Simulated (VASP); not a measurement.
Input of a VASP 6.6.1 run:

File INCAR:

```
PREC     = Accurate       # precision mode
ENCUT    = 520            # plane-wave cutoff, eV
EDIFF    = 1E-7           # SCF threshold, eV
ISMEAR   = 0              # smearing method
SIGMA    = 0.1            # smearing width, eV
LREAL    = False          # projectors in reciprocal space
LASPH    = True           # aspherical terms in the spheres
NELM     = 100            # most SCF steps
ALGO     = Normal         # electronic algorithm
ISIF     = 2              # what is computed and relaxed
LWAVE    = False          # write WAVECAR
LCHARG   = False          # write CHGCAR
GGA      = PE             # functional
NBANDS   = 36             # bands
```

File KPOINTS:

```
regular mesh
0
Gamma
  4 4 4
```

The input POSCAR:

```
W
1.0
    4.1992150753      0.0000000000      0.0000000000
    0.0000000000      4.1992150753      0.0000000000
    0.0000000000      0.0000000000      4.1992150753
W
4
Direct
    0.0300000000      0.0300000000      0.0300000000
    0.4700000000      0.9700000000      0.5300000000
    0.5300000000      0.4700000000      0.9700000000
    0.9700000000      0.5300000000      0.4700000000
```

Potentials or basis: VASP PAW PBE potentials, release 64 (W_sv).

Launch:

```console
$ cat potpaw_PBE.64/W_sv/POTCAR > POTCAR
$ mpirun -np 1 vasp_std > vasp.out
```

Task: What does it give for the band gap on the k mesh?

Result: Zero (bands 28 and 29 overlap by 1.97 eV).

Task: Estimate the pressure.

Result: -19.1 GPa.

Forces on the atoms (eV/Å):
```
W   -0.454 -0.454 -0.454
W    0.454  0.454 -0.454
W   -0.454  0.454  0.454
W    0.454 -0.454  0.454
```

Caveat: the k points lie up to 0.37 Å⁻¹ apart, too coarse for converged energies and pressures of a metal; spin-orbit coupling is left out, which moves the levels of the heavy elements.
